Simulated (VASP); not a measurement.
Write the native input for VASP 6.6.1 that does the following.

```
Task                   : single point
Functional             : PBE
Potentials or basis    : VASP PAW PBE potentials, release 64 (Li_sv, H)
Cutoff                 : 520 eV
k mesh                 : 8 × 8 × 8
Occupations            : gaussian, width 0.01 eV
Spin                   : no spin polarisation
Dipole correction      : no
Further INCAR settings : ALGO = Normal; EDIFF = 1e-06; NBANDS = 9
```

The structure of LiH lies in POSCAR:

```
LiH
1.0
    0.0000000000      2.0035500380      2.0035500380
    2.0035500380      0.0000000000      2.0035500380
    2.0035500380      2.0035500380      0.0000000000
Li H
1 1
Direct
    0.0000000000      0.0000000000      0.0000000000
    0.5000000000      0.5000000000      0.5000000000
```

These files were run (other wordings do the same):

INCAR

```
PREC = Accurate
ENCUT = 520
EDIFF = 1E-6
ISMEAR = 0
SIGMA = 0.01
LREAL = False
LASPH = True
NELM = 60
ALGO = Normal
ISIF = 2
LWAVE = False
LCHARG = True
GGA = PE
LELF = True
LVHAR = True
NBANDS = 9
```

KPOINTS

```
regular mesh
0
Gamma
  8 8 8
```

Potentials or basis: VASP PAW PBE potentials, release 64 (Li_sv, H).

The run is started by

```sh
$ cat potpaw_PBE.64/Li_sv/POTCAR potpaw_PBE.64/H/POTCAR > POTCAR
$ mpirun -np 1 vasp_std > vasp.out
```

It gave:

* Band gap on the k mesh: 2.98 eV, direct

Wall time 5.7 s on 1 thread of Intel(R) Xeon(R) Platinum 8488C (Sapphire Rapids), on a shared host, peak memory 0.13 GiB.
